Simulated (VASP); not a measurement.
# Ni (Fm-3m) in VASP: notebook

Ni is run at these levels: PBE; tasks: single point, relaxation of cell and atoms.

Program: VASP 6.6.1. These are calculated values, not measurements. Logs are shortened: lines on timing, memory, paths and dates and some standing lists are left out, and cuts for length are marked.

## (1) The cell of the first run

The structure is cubic, space group Fm-3m (No. 225). The conventional cell has a = 3.519 Å, b = 3.519 Å, c = 3.519 Å, α = 90.00°, β = 90.00°, γ = 90.00°. Within 3.3 Å of Ni (site symmetry m-3m) lie 12 Ni at 2.49 Å.

## (2) Single point, PBE, collinear spin, ferromagnetic start

Input file INCAR:

```
PREC = Accurate
ENCUT = 520
EDIFF = 1E-6
ISMEAR = 1
SIGMA = 0.1
LREAL = False
LASPH = True
NELM = 150
ALGO = Fast
ISIF = 2
LWAVE = False
LCHARG = True
ISPIN = 2
MAGMOM = 0.65
LORBIT = 11
LMAXMIX = 4
GGA = PE
LELF = True
LVHAR = True
NBANDS = 15
```

Input file KPOINTS:

```
regular mesh
0
Gamma
  24 24 24
```

Input file POSCAR:

```
Ni
1.0
    0.0000000000      1.7595263868      1.7595263868
    1.7595263868      0.0000000000      1.7595263868
    1.7595263868      1.7595263868      0.0000000000
Ni
1
Direct
    0.0000000000      0.0000000000      0.0000000000
```

Potentials or basis: VASP PAW PBE potentials, release 64 (Ni).

Launch:

```bash
$ cat potpaw_PBE.64/Ni/POTCAR > POTCAR
$ mpirun -np 1 vasp_std > vasp.out
```

OUTCAR:

```text
PREC = Accurate
   ENCUT = 520
   EDIFF = 1E-6
   ISMEAR = 1
   LREAL = False
   LASPH = True
   NELM = 150
   ISIF = 2
   ISPIN = 2
   LORBIT = 11
   GGA = PE

 ion  position               nearest neighbor table
   1  0.000  0.000  0.000-

  LATTYP: Found a face centered cubic cell.
 ALAT       =     3.5190527736

  Lattice vectors:

 A1 = (   0.0000000000,   1.7595263868,   1.7595263868)
 A2 = (   1.7595263868,   0.0000000000,   1.7595263868)
 A3 = (   1.7595263868,   1.7595263868,   0.0000000000)

Analysis of symmetry for initial positions (statically):
=====================================================================
 Subroutine PRICEL returns:
 Original cell was already a primitive cell.

 Routine SETGRP: Setting up the symmetry group for a
 face centered cubic supercell.

 Subroutine GETGRP returns: Found 48 space group operations
 (whereof 48 operations were pure point group operations)
 out of a pool of 48 trial point group operations.

The static configuration has the point symmetry O_h .

Analysis of symmetry for dynamics (positions and initial velocities):
=====================================================================
 Subroutine PRICEL returns:
 Original cell was already a primitive cell.

 Routine SETGRP: Setting up the symmetry group for a
 face centered cubic supercell.

 Subroutine GETGRP returns: Found 48 space group operations
 (whereof 48 operations were pure point group operations)
 out of a pool of 48 trial point group operations.

The dynamic configuration has the point symmetry O_h .

Analysis of structural, dynamic, and magnetic symmetry:
=====================================================================
 Subroutine PRICEL returns:
 Original cell was already a primitive cell.

 Routine SETGRP: Setting up the symmetry group for a
 face centered cubic supercell.

 Subroutine GETGRP returns: Found 48 space group operations
 (whereof 48 operations were pure point group operations)
 out of a pool of 48 trial point group operations.

The overall configuration has the point symmetry O_h .

 Subroutine INISYM returns: Found 48 space group operations
 (whereof 48 operations are pure point group operations),
 and found     1 'primitive' translations

----------------------------------------------------------------------------------------

                                     Primitive cell

  volume of cell :      10.8948

  direct lattice vectors                    reciprocal lattice vectors
[... 124 lines left out ...]
 number of electron      10.0000009 magnetization       0.6483021

 Free energy of the ion-electron system (eV)
  ---------------------------------------------------
  ext. energy  EPLUGINS =         0.00000000
  ---------------------------------------------------
  free energy    TOTEN  =        -5.47010649 eV

  energy without entropy =       -5.47057701  energy(sigma->0) =       -5.47026333

 E-fermi :   9.3683     XC(G=0): -13.2478

 val. band max:        9.3678219974   @ k =   0.5000   0.1667   0.0833
 cond. band min:       9.3723279645   @ k =   0.4167   0.4167   0.0000
 fundamental gap:      0.0045059671
 Fermi energy:         9.3683048200

 spin component 1

 k-point     1 :       0.0000    0.0000    0.0000
  band No.  band energies     occupation
      1       0.3563      1.00000
      2       6.9071      1.00000
      3       6.9071      1.00000
      4       6.9071      1.00000
      5       8.0907      1.00000
      6       8.0907      1.00000
      7      33.0710      0.00000
      8      36.9196      0.00000
      9      36.9196      0.00000
     10      36.9196      0.00000
     11      39.8488      0.00000
     12      39.8488      0.00000
     13      39.8488      0.00000
     14      42.8252      0.00000
[... 403 lines left out ...]
      4       8.1117      1.00000
      5       8.7228      1.00000
      6       9.1734      1.00940
      7      15.7822      0.00000
      8      31.3587      0.00000
      9      33.1005      0.00000
     10      33.8059      0.00000
     11      37.5065      0.00000
     12      38.0050      0.00000
     13      43.3549      0.00000
     14      53.0142      0.00000
     15      55.3950      0.00000

 [... further k-points ...]

 spin component 2

 k-point     1 :       0.0000    0.0000    0.0000
  band No.  band energies     occupation
      1       0.3215      1.00000
      2       7.6907      1.00000
      3       7.6907      1.00000
      4       7.6907      1.00000
      5       8.6904      1.00000
      6       8.6904      1.00000
      7      32.9039      0.00000
      8      36.9005      0.00000
      9      36.9005      0.00000
     10      36.9005      0.00000
     11      39.9551      0.00000
     12      39.9551      0.00000
     13      39.9551      0.00000
     14      42.7006      0.00000
[... 403 lines left out ...]
      4       8.4067      1.00000
      5       9.5006     -0.03416
      6       9.7045     -0.00001
      7      16.1573      0.00000
      8      31.2339      0.00000
      9      33.1868      0.00000
     10      33.8976      0.00000
     11      37.5336      0.00000
     12      38.0483      0.00000
     13      43.4712      0.00000
     14      53.1032      0.00000
     15      55.4654      0.00000

 [... further k-points ...]

------------------------ aborting loop because EDIFF is reached ----------------------------------------

  FORCE on cell =-STRESS in cart. coord.  units (eV):
  Direction    XX          YY          ZZ          XY          YZ          ZX
  --------------------------------------------------------------------------------------
  -------------------------------------------------------------------------------------
  Total       -0.0225257     -0.0225257     -0.0225257     -0.0000000     -0.0000000      0.0000000
  in kB       -3.3126160     -3.3126160     -3.3126160     -0.0000000     -0.0000000      0.0000000
  external PRESSURE =      -3.3126160 kB  Pullay stress =       0.0000000 kB

 VOLUME and BASIS-vectors are now :
 -----------------------------------------------------------------------------
  energy-cutoff  :      520.00
  volume of cell :       10.89
      direct lattice vectors                 reciprocal lattice vectors
     0.000000000  1.759526387  1.759526387    -0.284167378  0.284167378  0.284167378
     1.759526387  0.000000000  1.759526387     0.284167378 -0.284167378  0.284167378
     1.759526387  1.759526387  0.000000000     0.284167378  0.284167378 -0.284167378

 POSITION                                       TOTAL-FORCE (eV/Angst)
 -----------------------------------------------------------------------------------
      0.00000      0.00000      0.00000         0.000000      0.000000      0.000000
 -----------------------------------------------------------------------------------
    total drift:                                0.000000      0.000000      0.000000

  FREE ENERGIE OF THE ION-ELECTRON SYSTEM (eV)
  ---------------------------------------------------
  free  energy   TOTEN  =        -5.4701064903 eV

  energy  without entropy=       -5.4705770143  energy(sigma->0) =       -5.47026333

 total charge

# of ion       s       p       d       tot
------------------------------------------
    1        0.498   0.497   8.312   9.307

 magnetization (x)

# of ion       s       p       d       tot
------------------------------------------
    1       -0.006  -0.025   0.692   0.661
```

OSZICAR:

```text
N       E                     dE             d eps       ncg     rms          rms(c)
DAV:   1     0.330951001551E+02    0.33095E+02   -0.42242E+03 26214   0.859E+02
DAV:   2    -0.504643822535E+01   -0.38142E+02   -0.35428E+02 28217   0.162E+02
DAV:   3    -0.648736265272E+01   -0.14409E+01   -0.14284E+01 30093   0.310E+01
DAV:   4    -0.649636549083E+01   -0.90028E-02   -0.90015E-02 30470   0.233E+00
DAV:   5    -0.649647710359E+01   -0.11161E-03   -0.11161E-03 30745   0.233E-01    0.997E+00
RMM:   6    -0.580791743929E+01    0.68856E+00   -0.16741E+00 33557   0.137E+01    0.641E+00
RMM:   7    -0.549224201545E+01    0.31568E+00   -0.19511E-01 33110   0.454E+00    0.211E+00
RMM:   8    -0.547262785898E+01    0.19614E-01   -0.44569E-03 38201   0.400E-01    0.969E-01
RMM:   9    -0.547059157622E+01    0.20363E-02   -0.90432E-04 39062   0.171E-01    0.240E-01
RMM:  10    -0.547011427114E+01    0.47731E-03   -0.15857E-04 35861   0.130E-01    0.400E-02
RMM:  11    -0.547010490720E+01    0.93639E-05   -0.39735E-05 37589   0.495E-02    0.364E-02
RMM:  12    -0.547010647743E+01   -0.15702E-05   -0.98195E-06 38082   0.184E-02    0.196E-02
RMM:  13    -0.547010649027E+01   -0.12840E-07   -0.95351E-07 26318   0.694E-03
   1 F= -.54701065E+01 E0= -.54702633E+01  d E =0.470524E-03  mag=     0.6489
```

It took 66 s on 1 thread of Intel Xeon 6975P-C (Granite Rapids), shared host; peak memory 0.21 GiB.

What came out:

```
Free energy                                           : -5.4701 eV
Pressure                                              : -0.3 GPa
Net moment                                            : 0.65 μB per cell
Site moments                                          : Ni +0.66 μB
Valence electrons inside the program's atomic spheres : Ni 9.31
```

## (3) Relaxation of cell and atoms, PBE, collinear spin, ferromagnetic start

Input file INCAR:

```
PREC = Accurate
ENCUT = 600
EDIFF = 1E-7
ISMEAR = 1
SIGMA = 0.1
LREAL = F
LASPH = T
NELM = 150
ALGO = Fast
ISIF = 3
LWAVE = F
LCHARG = F
ISPIN = 2
MAGMOM = 0.65
LORBIT = 11
LMAXMIX = 4
GGA = PE
IBRION = 2
NSW = 80
EDIFFG = -0.005
```

Input file KPOINTS:

```
Automatic mesh
0
Gamma
  24 24 24
```

Input file POSCAR:

```
Ni
1.0
    0.0000000000      1.7600000000      1.7600000000
    1.7600000000      0.0000000000      1.7600000000
    1.7600000000      1.7600000000      0.0000000000
Ni
1
Direct
    0.0000000000      0.0000000000      0.0000000000
```

Potentials or basis: VASP PAW PBE potentials, release 64 (Ni).

Launch:

```bash
$ cat potpaw_PBE.64/Ni/POTCAR > POTCAR
$ mpirun -np 1 vasp_std > vasp.out
```

Run time: 77 s. Hardware: 1 thread of Intel Xeon 6975P-C (Granite Rapids), shared host; peak memory 0.21 GiB.

The run converged. Its results:

```yaml
Free_energy: -5.4698 eV
Relaxed_volume: 10.88 Å³/atom
Relaxed_cell: a = 2.488 Å, b = 2.488 Å, c = 2.488 Å, α = 60.00°, β = 60.00°, γ = 60.00°
Space_group_after_relaxing_to_0.1_Å: Fm-3m (No. 225)
Energy_gained_by_relaxing: 0.0 meV/atom
Ionic_steps: 3
Pressure_after_relaxing: 0.0 GPa
Net_moment: 0.65 μB per cell
Site_moments: Ni +0.66 μB
Valence_electrons_inside_the_program's_atomic_spheres: Ni 9.31
```

Final structure:
```yaml
crystal:
  lattice:
    - [0.00000, 1.75897, 1.75897]
    - [1.75897, 0.00000, 1.75897]
    - [1.75897, 1.75897, 0.00000]
  atoms:
    - { symbol: Ni, position: [0.00000, 0.00000, 0.00000] }
```

Levels at points of the mesh, in eV from the Fermi level:
Spin up:
| k point | band 1 | band 2 | band 3 | band 4 | band 5 | band 6 | band 7 | band 8 | band 9 |
| --- | --- | --- | --- | --- | --- | --- | --- | --- | --- |
| (0.00, 0.00, 0.00) | -9.02 | -2.46 | -2.46 | -2.46 | -1.28 | -1.28 | 23.71 | 27.57 | 27.57 |
| (0.50, 0.00, 0.00) | -4.86 | -2.44 | -2.44 | -0.63 | -0.63 | -0.30 | 5.64 | 22.20 | 24.65 |
| (0.50, 0.50, 0.00) | -4.66 | -4.22 | -0.57 | -0.51 | -0.51 | 2.44 | 9.20 | 14.81 | 14.81 |
Spin down:
```csv
k point,band 1,band 2,band 3,band 4,band 5,band 6,band 7,band 8,band 9
"(0.00, 0.00, 0.00)",-9.05,-1.68,-1.68,-1.68,-0.68,-0.68,23.54,27.55,27.55
"(0.50, 0.00, 0.00)",-4.41,-1.80,-1.80,-0.36,0.15,0.15,6.08,22.06,24.74
"(0.50, 0.50, 0.00)",-4.31,-3.58,0.05,0.39,0.39,2.40,9.45,14.82,14.82
```
